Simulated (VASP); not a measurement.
A run of VASP 6.6.1 is set up as follows.

Contents of POSCAR:

```
AlGaN2
1.0
    3.1385264203      0.0000000000      0.0000000000
    0.0000000000      3.1385264203      0.0000000000
    0.0000000000      0.0000000000      4.2454624594
Al Ga N
1 1 2
Direct
    0.5000000000      0.5000000000      0.5000000000
    0.0000000000      0.0000000000      0.0000000000
    0.5000000000      0.0000000000      0.7387428355
    0.0000000000      0.5000000000      0.2612571645
```

File INCAR.step1:

```
ALGO = Normal ; EDIFF = 1E-4
ENCUT = 520 ; GGA = PE
ISMEAR = 0 ; LASPH = T
LCHARG = F ; LREAL = F
LWAVE = T ; NELM = 60
PREC = Accurate ; SIGMA = 0.02
```

The input INCAR.step2:

```
ALGO = Normal ; EDIFF = 1E-6
EDIFFG = -0.008 ; ENCUT = 520
IBRION = 2 ; ISIF = 2
ISMEAR = 0 ; ISTART = 1
LASPH = T ; LCHARG = F
LMIXTAU = T ; LREAL = F
LWAVE = F ; METAGGA = R2SCAN
NELM = 60 ; NSW = 60
PREC = Accurate ; SIGMA = 0.02
```

KPOINTS

```
k-points
0
Gamma
  8 8 6
```

Potentials or basis: VASP PAW PBE potentials, release 64 (Al, Ga_d, N).

Command:

```bash
$ cat potpaw_PBE.64/Al/POTCAR potpaw_PBE.64/Ga_d/POTCAR potpaw_PBE.64/N/POTCAR > POTCAR
$ cp INCAR.step1 INCAR
$ mpirun -np 1 vasp_std > vasp.out
$ cp INCAR.step2 INCAR
$ mpirun -np 1 vasp_std > vasp.out
```

Question: What does it give for the energy gained by relaxing?

Answer: 0.2 meV/atom.

Question: Estimate the band gap on the k mesh.

Answer: 3.73 eV.

Stress tensor (GPa, compression positive):
```
 7.69  0.00  0.00
 0.00  7.69  0.00
 0.00  0.00 12.36
```

Caveat: the cell differs from its parent crystal (strain along c alone, the other axes held: -4.0 %); the PAW data sets were made with another functional, which shifts forces and pressure a little. A k mesh can miss the band edges.
